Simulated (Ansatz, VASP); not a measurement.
**Ta: VASP beside Ansatz**

The input INCAR:

```
PREC = Accurate
ENCUT = 520
EDIFF = 1E-7
ISMEAR = -1
SIGMA = 0.1
LREAL = False
LASPH = True
NELM = 80
ALGO = Normal
ISIF = 2
LWAVE = False
LCHARG = False
GGA = CA
NBANDS = 12
```

File KPOINTS:

```
Automatic mesh
0
Gamma
  20 20 20
```

The input POSCAR:

```
Ta
1.0
   -1.6276710318      1.6276710318      1.6276710318
    1.6276710318     -1.6276710318      1.6276710318
    1.6276710318      1.6276710318     -1.6276710318
Ta
1
Direct
    0.0000000000      0.0000000000      0.0000000000
```

Input for Ansatz:

```yaml
crystal:
  lattice:
    - [-1.6276710318, 1.6276710318, 1.6276710318]
    - [1.6276710318, -1.6276710318, 1.6276710318]
    - [1.6276710318, 1.6276710318, -1.6276710318]
  atoms:
    - { symbol: Ta, position: [0.0, 0.0, 0.0] }
hamiltonian:
  xc: lda
  pseudopotentials:
    kind: paw
    azcp:
      Ta: "pseudopotentials/Ta.paw.azcp"
basis:
  ecutwfc: 420
  fft_grid_basis: typed
kpoints:
  mp_grid: { grid: [20, 20, 20], shift: [0, 0, 0] }
magnetization:
  spin_polarized: false
scf:
  occupations: { method: fermi_dirac, width: 0.1 }
  lower_state_search: "off"
output:
  stress: true
  write_density: true
  write_potential: true
  elf: true
  volumetric_format: npy
```

Alike in both runs: task single point; functional LDA; k mesh 20 × 20 × 20; occupations fermi-dirac, width 0.1 eV; no spin polarisation.

|  | VASP | Ansatz |
| --- | --- | --- |
| version | VASP 6.6.1 | Ansatz 0.2.0 |
| potentials or method | VASP PAW LDA potentials, release 64 (Ta_pv), cutoff 520 eV | plane waves (420 eV) with PAW, scalar-relativistic |
| valence electrons in the cell | 11 | 13 |

|  | VASP | Ansatz | Ansatz less VASP |
| --- | --- | --- | --- |
| pressure (GPa) | 0.7 | -0.1 | -0.85 |

Ansatz warns that its potentials were made for another functional, while VASP's fit it. LDA's correlation is that of Perdew and Zunger in VASP and of Perdew and Wang (1992) in Ansatz. VASP's potentials hold 11 valence electrons a cell and Ansatz's 13, so a difference there can come from the potentials and not from the codes.

Neither program's run includes spin-orbit coupling.
